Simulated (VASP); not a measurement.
# CaSe (Fm-3m) in VASP: single point with HSE06

Aim: the single point of CaSe with HSE06.

All numbers are computed with VASP 6.6.1; they aren't measurements. Logs are shortened: lines on timing, memory, paths and dates and some standing lists are left out, and cuts for length are marked.

### Step 1. The cell of the first run

The structure is cubic, space group Fm-3m (No. 225). Conventional cell: a = 5.935 Å, b = 5.935 Å, c = 5.935 Å, α = 90.00°, β = 90.00°, γ = 90.00°. Ca (site symmetry m-3m) has 6 Se at 2.97 Å within 3.9 Å. Within 3.9 Å of Se (site symmetry m-3m) lie 6 Ca at 2.97 Å.

### Step 2. Single point, HSE06, non-collinear spin, zero start, spin-orbit coupling

POSCAR reads:

```
CaSe
1.0
    0.0000000000      2.9675264115      2.9675264115
    2.9675264115      0.0000000000      2.9675264115
    2.9675264115      2.9675264115      0.0000000000
Ca Se
1 1
Direct
    0.0000000000      0.0000000000      0.0000000000
    0.5000000000      0.5000000000      0.5000000000
```

INCAR.step1 reads:

```
SYSTEM = CaSe
PREC = Accurate
ENCUT = 520
EDIFF = 1E-5
ISMEAR = 0
SIGMA = 0.01
LREAL = .FALSE.
LASPH = .TRUE.
NELM = 150
ALGO = Normal
ISIF = 2
LWAVE = .TRUE.
LCHARG = .FALSE.
MAGMOM = 0 0 0 0 0 0
LORBIT = 11
LSORBIT = .TRUE.
GGA_COMPAT = .FALSE.
LORBMOM = .TRUE.
GGA = PE
NBANDS = 28
```

INCAR.step2 reads:

```
SYSTEM = CaSe
PREC = Accurate
ENCUT = 520
EDIFF = 1E-6
ISMEAR = 0
SIGMA = 0.01
LREAL = .FALSE.
LASPH = .TRUE.
NELM = 150
ALGO = Normal
ISIF = 2
LWAVE = .FALSE.
LCHARG = .FALSE.
MAGMOM = 0 0 0 0 0 0
LORBIT = 11
LSORBIT = .TRUE.
GGA_COMPAT = .FALSE.
LORBMOM = .TRUE.
GGA = PE
LHFCALC = .TRUE.
HFSCREEN = 0.2079
PRECFOCK = Normal
ISTART = 1
NBANDS = 28
```

KPOINTS reads:

```
regular mesh
0
G
  4 4 4
  0 0 0
```

Potentials or basis: VASP PAW PBE potentials, release 64 (Ca_sv, Se).

Run with:

```sh
> cat potpaw_PBE.64/Ca_sv/POTCAR potpaw_PBE.64/Se/POTCAR > POTCAR
> cp INCAR.step1 INCAR
> mpirun -np 1 vasp_ncl > vasp.out
> cp INCAR.step2 INCAR
> mpirun -np 1 vasp_ncl > vasp.out
```

OUTCAR:

```text
SYSTEM = CaSe
   PREC = Accurate
   ENCUT = 520
   EDIFF = 1E-6
   ISMEAR = 0
   LREAL = .FALSE.
   LASPH = .TRUE.
   NELM = 150
   ISIF = 2
   LORBIT = 11
   LSORBIT = .TRUE.
   GGA = PE
   LHFCALC = .TRUE.
   HFSCREEN = 0.2079
   PRECFOCK = Normal
   ISTART = 1

 ion  position               nearest neighbor table
   1  0.000  0.000  0.000-   2 2.97   2 2.97   2 2.97   2 2.97   2 2.97   2 2.97
   2  0.500  0.500  0.500-   1 2.97   1 2.97   1 2.97   1 2.97   1 2.97   1 2.97

  LATTYP: Found a face centered cubic cell.
 ALAT       =     5.9350528230

  Lattice vectors:

 A1 = (   0.0000000000,   2.9675264115,   2.9675264115)
 A2 = (   2.9675264115,   0.0000000000,   2.9675264115)
 A3 = (   2.9675264115,   2.9675264115,   0.0000000000)

Analysis of symmetry for initial positions (statically):
=====================================================================
 Subroutine PRICEL returns:
 Original cell was already a primitive cell.

 Routine SETGRP: Setting up the symmetry group for a
 face centered cubic supercell.

 Subroutine GETGRP returns: Found 48 space group operations
 (whereof 48 operations were pure point group operations)
 out of a pool of 48 trial point group operations.

The static configuration has the point symmetry O_h .

Analysis of symmetry for dynamics (positions and initial velocities):
=====================================================================
 Subroutine PRICEL returns:
 Original cell was already a primitive cell.

 Routine SETGRP: Setting up the symmetry group for a
 face centered cubic supercell.

 Subroutine GETGRP returns: Found 48 space group operations
 (whereof 48 operations were pure point group operations)
 out of a pool of 48 trial point group operations.

The dynamic configuration has the point symmetry O_h .

Analysis of structural, dynamic, and magnetic symmetry:
=====================================================================
 Subroutine PRICEL returns:
 Original cell was already a primitive cell.

 Routine SETGRP: Setting up the symmetry group for a
 face centered cubic supercell.

 Subroutine GETGRP returns: Found 48 space group operations
 (whereof 48 operations were pure point group operations)
 out of a pool of 48 trial point group operations.

The overall configuration has the point symmetry O_h .

 Subroutine INISYM returns: Found 48 space group operations
 (whereof 48 operations are pure point group operations),
[... 414 lines left out ...]
      0.00000      0.00000      0.00000         0.000000      0.000000     -0.000000
      2.96753      2.96753      2.96753         0.000000     -0.000000      0.000000
 -----------------------------------------------------------------------------------
    total drift:                                0.000000      0.000000      0.000000

  FREE ENERGIE OF THE ION-ELECTRON SYSTEM (eV)
  ---------------------------------------------------
  free  energy   TOTEN  =       -10.6956328667 eV

  energy  without entropy=      -10.6956328667  energy(sigma->0) =      -10.69563287

 orbital moment (x)

 # of ion     p       d       tot
 ----------------------------------------
  1        -0.000   0.000  -0.000
  2         0.000   0.000   0.000
 ----------------------------------------
           -0.000   0.000  -0.000

 orbital moment (y)

 # of ion     p       d       tot
 ----------------------------------------
  1        -0.000   0.000  -0.000
  2         0.000   0.000   0.000
 ----------------------------------------
           -0.000   0.000  -0.000

 orbital moment (z)

 # of ion     p       d       tot
 ----------------------------------------
  1        -0.000   0.000  -0.000
  2         0.000   0.000   0.000
 ----------------------------------------
           -0.000   0.000  -0.000

 Spin-Orbit-Coupling matrix elements

 Ion:    1  E_soc:     -0.0058608
 l=   1
     0.0000000    -0.0009689    -0.0009689
    -0.0009689     0.0000000    -0.0009689
    -0.0009689    -0.0009689     0.0000000
 l=   2
     0.0000000     0.0000008     0.0000000     0.0000008    -0.0000087
     0.0000008     0.0000000    -0.0000065     0.0000008    -0.0000022
     0.0000000    -0.0000065     0.0000000    -0.0000065     0.0000000
     0.0000008     0.0000008    -0.0000065     0.0000000    -0.0000022
    -0.0000087    -0.0000022     0.0000000    -0.0000022     0.0000000
 l=   3
     0.0000000     0.0000000     0.0000000     0.0000000     0.0000000     0.0000000     0.0000000
     0.0000000     0.0000000     0.0000000     0.0000000     0.0000000     0.0000000     0.0000000
     0.0000000     0.0000000     0.0000000     0.0000000     0.0000000     0.0000000     0.0000000
     0.0000000     0.0000000     0.0000000     0.0000000     0.0000000     0.0000000     0.0000000
     0.0000000     0.0000000     0.0000000     0.0000000     0.0000000     0.0000000     0.0000000
     0.0000000     0.0000000     0.0000000     0.0000000     0.0000000     0.0000000     0.0000000
     0.0000000     0.0000000     0.0000000     0.0000000     0.0000000     0.0000000     0.0000000

 Ion:    2  E_soc:     -0.0340583
 l=   1
     0.0000000    -0.0056760    -0.0056760
    -0.0056760     0.0000000    -0.0056760
    -0.0056760    -0.0056760     0.0000000
 l=   2
     0.0000000    -0.0000003     0.0000000    -0.0000003    -0.0000000
    -0.0000003     0.0000000    -0.0000000    -0.0000003    -0.0000000
     0.0000000    -0.0000000     0.0000000    -0.0000000     0.0000000
    -0.0000003    -0.0000003    -0.0000000     0.0000000    -0.0000000
    -0.0000000    -0.0000000     0.0000000    -0.0000000     0.0000000
 l=   3
     0.0000000     0.0000000     0.0000000     0.0000000     0.0000000     0.0000000     0.0000000
     0.0000000     0.0000000     0.0000000     0.0000000     0.0000000     0.0000000     0.0000000
     0.0000000     0.0000000     0.0000000     0.0000000     0.0000000     0.0000000     0.0000000
     0.0000000     0.0000000     0.0000000     0.0000000     0.0000000     0.0000000     0.0000000
     0.0000000     0.0000000     0.0000000     0.0000000     0.0000000     0.0000000     0.0000000
     0.0000000     0.0000000     0.0000000     0.0000000     0.0000000     0.0000000     0.0000000
     0.0000000     0.0000000     0.0000000     0.0000000     0.0000000     0.0000000     0.0000000

 total charge

# of ion       s       p       d       tot
------------------------------------------
    1        2.029   5.858   0.197   8.083
    2        1.439   2.551   0.004   3.994
--------------------------------------------------
tot          3.467   8.409   0.201  12.077

 magnetization (x)

# of ion       s       p       d       tot
------------------------------------------
    1        0.000   0.000  -0.000  -0.000
    2       -0.000   0.000  -0.000   0.000
--------------------------------------------------
tot          0.000   0.000  -0.000   0.000

 magnetization (y)

# of ion       s       p       d       tot
------------------------------------------
    1       -0.000   0.000  -0.000  -0.000
    2        0.000   0.000  -0.000   0.000
--------------------------------------------------
tot         -0.000   0.000  -0.000   0.000

 magnetization (z)

# of ion       s       p       d       tot
------------------------------------------
    1        0.000   0.000  -0.000  -0.000
    2       -0.000   0.000  -0.000   0.000
--------------------------------------------------
tot          0.000   0.000  -0.000   0.000
```

OUTCAR.step1:

```text
SYSTEM = CaSe
   PREC = Accurate
   ENCUT = 520
   EDIFF = 1E-5
   ISMEAR = 0
   LREAL = .FALSE.
   LASPH = .TRUE.
   NELM = 150
   ISIF = 2
   LORBIT = 11
   LSORBIT = .TRUE.
[... 561 lines left out ...]
tot         -0.000  -0.000   0.000  -0.000

 magnetization (y)

# of ion       s       p       d       tot
------------------------------------------
    1        0.000   0.000   0.000   0.000
    2        0.000  -0.000  -0.000  -0.000
--------------------------------------------------
tot          0.000  -0.000   0.000  -0.000

 magnetization (z)

# of ion       s       p       d       tot
------------------------------------------
    1       -0.000   0.000   0.000   0.000
    2        0.000  -0.000  -0.000  -0.000
--------------------------------------------------
tot         -0.000  -0.000   0.000  -0.000
```

Wall time 48 min (1 thread of AMD EPYC 7R43 (Zen 3), shared host); peak memory 0.38 GiB.

Results:

```yaml
Free_energy: -10.6956 eV
Pressure: 0.3 GPa
Net_moment: 0.00 μB per cell
Valence_electrons_inside_the_program's_atomic_spheres: Ca 8.08; Se 3.99
```

Moments on the atoms (μB; x, y, z):
```
Ca  0.00 0.00 0.00
Se  0.00 0.00 0.00
```

Caveat: the k points lie up to 0.46 Å⁻¹ apart; the PAW data sets were made with another functional, which shifts forces and pressure a little.
